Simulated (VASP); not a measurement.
CaPb3S4, 8 atoms in the cell. It takes space group Pm-3m (No. 221, cubic). Conventional cell: a = 6.012 Å, b = 6.012 Å, c = 6.012 Å, α = 90.00°, β = 90.00°, γ = 90.00°. Within 4.0 Å of Pb (site symmetry 4/mmm) lie 6 S at 3.01 Å. S (site symmetry 4/mmm) has 4 Pb at 3.01 Å and 2 Ca at 3.01 Å within 4.0 Å. Within 4.0 Å of S (site symmetry m-3m) lie 6 Pb at 3.01 Å. Ca (site symmetry m-3m) has 6 S at 3.01 Å within 4.0 Å. 

| Property | Result |
| --- | --- |
| Program | VASP 6.6.1 |
| Task | single point |
| Functional | PBE |
| Potentials or basis | VASP PAW PBE potentials, release 64 (Pb_d, S, Ca_sv) |
| Cutoff | 520 eV |
| k mesh | 4 × 4 × 4 |
| Occupations | gaussian, width 0.01 eV |
| Spin | no spin polarisation |
| Dipole correction | no |
| Further INCAR settings | ALGO = Normal; EDIFF = 1e-06; NBANDS = 48 |

Potentials or basis: VASP PAW PBE potentials, release 64 (Pb_d, S, Ca_sv).

Run with:

```bash
$ cat potpaw_PBE.64/Pb_d/POTCAR potpaw_PBE.64/S/POTCAR potpaw_PBE.64/Ca_sv/POTCAR > POTCAR
$ mpirun -np 1 vasp_std > vasp.out
```

Hardware: 1 thread of Intel(R) Xeon(R) 6975P-C (Granite Rapids), on a shared host.

**Question.** How long does it take, and how much memory?

**Answer.** It took 61 s on 1 thread of Intel(R) Xeon(R) 6975P-C (Granite Rapids), on a shared host, peak memory 0.36 GiB. Counts: scf iterations 14, k points 10.
